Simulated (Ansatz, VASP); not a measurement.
MgS: VASP beside Ansatz

```
Mg S
1.0
     0.00000    2.73173    2.73173
     2.73173    0.00000    2.73173
     2.73173    2.73173    0.00000
Mg S
1 1
Direct
  0.00000 0.00000 0.00000
  0.50000 0.50000 0.50000
```

Change from the starting cell: strain +0.050 along x and y, +0.050 along z, atoms carried along.

Alike in both runs: task single point; functional LDA; k mesh 8 × 8 × 8; occupations gaussian, width 0.05 eV; no spin polarisation.

|  | VASP | Ansatz |
| --- | --- | --- |
| version | VASP 6.6.1 | Ansatz 0.2.0 |
| potentials or method | VASP PAW LDA potentials, release 64 (Mg, S), cutoff 520 eV | scalar-relativistic, plane waves, PAW |
| valence electrons in the cell | 8 | 16 |

|  | VASP | Ansatz | Ansatz less VASP |
| --- | --- | --- | --- |
| gap on the k mesh at the Fermi level (eV) | 2.24 | 2.25 | +0.010 |
| least direct gap on the mesh (eV) | 2.45 | 2.45 | -0.004 |
| pressure (GPa) | -11.1 | -10.7 | +0.46 |

LDA's correlation is that of Perdew and Zunger in VASP and of Perdew and Wang (1992) in Ansatz. VASP's potentials hold 8 valence electrons a cell and Ansatz's 16, so a difference there can come from the potentials and not from the codes.
